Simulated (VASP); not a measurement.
The system is Ag.

```
Ag
1.0
     2.88938    0.00000    0.00000
    -1.44469    2.50227    0.00000
     0.00000    0.00000    4.71835
Ag
2
Direct
  0.33333 0.66667 0.25000
  0.66667 0.33333 0.75000
```

```yaml
Program: VASP 6.6.1
Task: relaxation of cell and atoms
Functional: revPBE
Potentials_or_basis: VASP PAW PBE potentials, release 64 (Ag)
Cutoff: 600 eV
k_mesh: 12 × 12 × 7
Occupations: fermi-dirac, width 0.1 eV
Spin: no spin polarisation
```

At the start: pressure 7.9 GPa; volume 17.06 Å³/atom.

Q: How do energy, volume and symmetry change on relaxing?

A: Over 8 steps the energy falls by 31.9 meV/atom and the volume is 18.46 Å³/atom (+8.2 %); space group P6_3/mmc (No. 194, to 0.05 Å).

The path:
| step | energy change (eV) | largest force (eV/Å) | pressure (GPa) | volume (Å³) |
| --- | --- | --- | --- | --- |
| 1 | 0.0000 | 0.0000 | 7.85 | 34.11 |
| 2 | -0.0508 | 0.0000 | -2.69 | 38.41 |
| 3 | -0.0636 | 0.0000 | 0.01 | 36.94 |
| 4 | -0.0636 | 0.0000 | -0.11 | 37.00 |
| 5 | -0.0637 | 0.0000 | -0.11 | 37.00 |
| 6 | -0.0638 | 0.0000 | -0.10 | 37.00 |
| 7 | -0.0638 | 0.0000 | -0.10 | 37.00 |
| 8 | -0.0639 | 0.0000 | 0.06 | 36.92 |

Final structure:
```cif
data_structure
_symmetry_space_group_name_H-M 'P 1'
_symmetry_Int_Tables_number 1
_cell_length_a 2.9759
_cell_length_b 2.9759
_cell_length_c 4.8138
_cell_angle_alpha 90.000
_cell_angle_beta 90.000
_cell_angle_gamma 120.000
_cell_volume 36.92
loop_
_atom_site_label
_atom_site_type_symbol
_atom_site_fract_x
_atom_site_fract_y
_atom_site_fract_z
_atom_site_occupancy
Ag1 Ag 0.33333 0.66667 0.25000 1
Ag2 Ag 0.66667 0.33333 0.75000 1
```

Caveat: the PAW data sets were made with another functional, which shifts forces and pressure a little.
